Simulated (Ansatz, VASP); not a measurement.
# AlN: VASP beside Ansatz

```xyz
4
Lattice="3.3634 0.0000 0.0000 -1.6817 2.9128 0.0000 0.0000 0.0000 4.0845" Properties=species:S:1:pos:R:3 pbc="T T T"
Al    0.0000    1.9419    3.0634
Al    1.6817    0.9709    1.0211
N     0.0000    1.9419    1.0211
N     1.6817    0.9709    3.0634
```

Alike in both runs: task single point; functional PBEsol; k mesh 9 × 9 × 6; occupations gaussian, width 0.05 eV; no spin polarisation.

```csv
,VASP,Ansatz
version,VASP 6.6.1,Ansatz 0.2.0
potentials or method,"VASP PAW PBE potentials, release 64 (Al, N), cutoff 520 eV","scalar-relativistic, plane waves, PAW"
valence electrons in the cell,16,16
```

```csv
,VASP,Ansatz,Ansatz less VASP
gap on the k mesh at the Fermi level (eV),3.26,3.25,-0.011
least direct gap on the mesh (eV),3.26,3.25,-0.011
pressure (GPa),-5.2,-5.2,+0.01
"traceless stress, the component that is largest in VASP (GPa)",4.47,4.43,-0.045
```

VASP's potentials were made for PBE, not for PBEsol, and Ansatz warns of the same on its side.
